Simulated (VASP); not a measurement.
Set up this calculation in VASP 6.6.1, as the native input.

- Task: single point
- Functional: LDA
- Potentials or basis: VASP PAW LDA potentials, release 64 (K_sv, Pt)
- Cutoff: 520 eV
- k mesh: 6 × 6 × 6
- Occupations: gaussian, width 0.05 eV
- Spin: no spin polarisation
- Dipole correction: no
- Further INCAR settings: ALGO = Normal; EDIFF = 1e-06; NBANDS = 21

The structure of K2Pt lies in POSCAR:

```
K2Pt
1.0
    0.0000000000      3.8570924028      3.7814631400
    3.7058338772      0.0000000000      3.7814631400
    3.7058338772      3.8570924028      0.0000000000
K Pt
2 1
Direct
    0.7500000000      0.7500000000      0.7500000000
    0.2500000000      0.2500000000      0.2500000000
    0.0000000000      0.0000000000      0.0000000000
```

This cell differs from its parent crystal: strain -0.0200 x Voigt [1, -1, 0, 0, 0, 0].

These files were run (other wordings do the same):

INCAR

```
SYSTEM = K2Pt
ALGO     = Normal         ! electronic algorithm
EDIFF    = 1E-6           ! SCF threshold, eV
ENCUT    = 520            ! plane-wave cutoff, eV
GGA      = CA             ! functional
ISIF     = 2              ! what is computed and relaxed
ISMEAR   = 0              ! smearing method
LASPH    = .True.         ! aspherical terms in the spheres
LCHARG   = .True.         ! write CHGCAR
LELF     = .True.         ! ELF
LREAL    = .False.        ! projectors in reciprocal space
LVHAR    = .True.       
LWAVE    = .False.        ! write WAVECAR
NBANDS   = 21             ! bands
NELM     = 80             ! most SCF steps
PREC     = Accurate       ! precision mode
SIGMA    = 0.05           ! smearing width, eV
```

KPOINTS

```
k-points
0
Gamma
  6 6 6
  0 0 0
```

Potentials or basis: VASP PAW LDA potentials, release 64 (K_sv, Pt).

Launch:

```console
$ cat potpaw_LDA.64/K_sv/POTCAR potpaw_LDA.64/Pt/POTCAR > POTCAR
$ mpirun -np 1 vasp_std > vasp.out
```

It gave:

```yaml
Pressure: -1.8 GPa
Band_gap_on_the_k_mesh: 1.31 eV (least direct gap 1.38 eV)
```

Caveat: the cell differs from its parent crystal (strain -0.0200 x Voigt [1, -1, 0, 0, 0, 0]); spin-orbit coupling is left out, which moves the levels of the heavy elements.

Run time: 2.2 min on 1 thread of AMD EPYC 7R13, on a shared host, peak memory 0.23 GiB.
